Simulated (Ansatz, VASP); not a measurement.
# Two plane-wave programs on MoS2

Contents of INCAR:

```
SYSTEM = MoS2
PREC = Accurate
ENCUT = 520
EDIFF = 1E-6
ISMEAR = -1
SIGMA = 0.05
LREAL = .False.
LASPH = .True.
NELM = 60
ALGO = Normal
ISIF = 2
LWAVE = .False.
LCHARG = .False.
GGA = RE
NBANDS = 20
```

KPOINTS

```
regular mesh
0
Gamma
  9 9 4
  0 0 0
```

The input POSCAR:

```
MoS2
1.0
    3.2274645616      0.0000000000      0.0000000000
   -1.6137322808      2.7950663001      0.0000000000
    0.0000000000      0.0000000000      6.3124734200
Mo S
1 2
Direct
    0.0000000000      0.0000000000      0.5000000000
    0.6666666667      0.3333333333      0.7446806800
    0.3333333333      0.6666666667      0.2553193200
```

File input.yaml:

```yaml
crystal:
  lattice:
    - [3.2274645616, 0.0, 0.0]
    - [-1.6137322808, 2.7950663001, 0.0]
    - [0.0, 0.0, 6.31247342]
  atoms:
    - { symbol: Mo, position: [0.0, 0.0, 0.5] }
    - { symbol: S, position: [0.6666666667, 0.3333333333, 0.74468068] }
    - { symbol: S, position: [0.3333333333, 0.6666666667, 0.25531932] }
hamiltonian:
  xc: revpbe
  pseudopotentials: { kind: paw }
kpoints:
  mp_grid: { grid: [9, 9, 4] }
  band_path:
    path:
      - [[0.0, 0.0, 0.0], [0.5, 0.0, 0.0], [0.3333333333, 0.3333333333, 0.0], [0.0, 0.0, 0.0], [0.0, 0.0, 0.5], [0.5, 0.0, 0.5], [0.3333333333, 0.3333333333, 0.5], [0.0, 0.0, 0.5]]
      - [[0.5, 0.0, 0.5], [0.5, 0.0, 0.0]]
      - [[0.3333333333, 0.3333333333, 0.0], [0.3333333333, 0.3333333333, 0.5]]
    npoints: 14
scf:
  occupations: { method: fermi_dirac, width: 0.05 }
  n_extra_bands: 7
output:
  forces: true
  stress: true
  eigenvalues: true
  fatbands: true
```

Alike in both runs: functional revPBE; k mesh 9 × 9 × 4; occupations fermi-dirac, width 0.05 eV; no spin polarisation.

|  | VASP | Ansatz |
| --- | --- | --- |
| version | VASP 6.6.1 | Ansatz 0.2.0 |
| potentials or method | VASP PAW PBE potentials, release 64 (Mo_sv, S) | Ansatz PAW |
| plane-wave cutoff (eV) | 520 | 420 |
| valence electrons in the cell | 26 | 26 |
| task | single point | band structure |

```tsv
	VASP	Ansatz	Ansatz less VASP
gap on the k mesh at the Fermi level (eV)	none	none	-
pressure (GPa)	2.8	2.9	+0.17
traceless stress, the component that is largest in VASP (GPa)	1.94	1.94	-0.004
rms of the force components (eV/Å)	0.151	0.158	+0.0073
```

VASP's potentials were made for PBE, not for revPBE. Atom by atom the forces differ by 0.007 eV/Å (rms over components). A gap of «none» marks a metal or a gap that the smearing closes. The functional is the same, so the differences come from potentials, cutoffs and numerics.
